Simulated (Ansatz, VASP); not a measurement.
**One calculation of Bi, two programs**

INCAR

```
SYSTEM = Bi
PREC = Accurate ; ENCUT = 600
EDIFF = 1E-6 ; ISMEAR = 0
SIGMA = 0.1 ; LREAL = .FALSE.
LASPH = .TRUE. ; NELM = 80
ALGO = Normal ; ISIF = 3
LWAVE = .FALSE. ; LCHARG = .FALSE.
GGA = PE ; IBRION = 2
NSW = 90 ; EDIFFG = -0.04
```

File KPOINTS:

```
regular mesh
0
G
  3 3 4
  0 0 0
```

The input POSCAR:

```
Bi
1.0
    5.9669200500      0.0000000000      0.0000000000
   -2.9834600300      5.1675043500      0.0000000000
    0.0000000000      0.0000000000      3.9833359300
Bi
2
Direct
    0.3333333300      0.6666666700      0.5579998900
    0.6666666700      0.3333333300      0.4420001100
```

Input for Ansatz:

```yaml
crystal:
  lattice:
    - [5.96692005, 0.0, 0.0]
    - [-2.98346003, 5.16750435, 0.0]
    - [0.0, 0.0, 3.98333593]
  atoms:
    - { symbol: Bi, position: [0.33333333, 0.66666667, 0.55799989] }
    - { symbol: Bi, position: [0.66666667, 0.33333333, 0.44200011] }
basis:
  ecutwfc: 420
kpoints:
  mp_grid: { grid: [3, 3, 4] }
hamiltonian:
  xc: pbe
scf:
  occupations: { method: gaussian, width: 0.1 }
  lower_state_search: "off"
output:
  forces: true
  stress: true
  eigenvalues: true
relax:
  adjacent_minimum: "off"
  f_tol: 0.04
  max_steps: 70
  cell: { stress_tol: 0.4 }
```

Alike in both runs: task relaxation of cell and atoms; functional PBE; k mesh 3 × 3 × 4; occupations gaussian, width 0.1 eV; no spin polarisation.

|  | VASP | Ansatz |
| --- | --- | --- |
| version | VASP 6.6.1 | Ansatz 0.2.0 |
| potentials or method | VASP PAW PBE potentials, release 64 (Bi_d), cutoff 600 eV | scalar-relativistic, plane waves, PAW |
| valence electrons in the cell | 30 | 30 |

Ansatz gave:

| Property | Result |
| --- | --- |
| gap on the k mesh at the Fermi level, each at its own relaxed structure (eV) | none |
| relaxed volume (Å³/atom) | 42.91 |
| relaxed cell length with the largest relative difference (Å) | 5.319 |

Q: Which values does VASP return?

A: gap on the k mesh at the Fermi level, each at its own relaxed structure (eV): none; relaxed volume (Å³/atom): 43.07; relaxed cell length with the largest relative difference (Å): 5.333.

A gap of «none» marks a metal or a gap that the smearing closes.

The k mesh is coarse, so the values compare programs but aren't converged. Spin-orbit coupling is off throughout. Noted on VASP's run: the volume moved by over 15 % at a fixed basis, so the end points are rough.
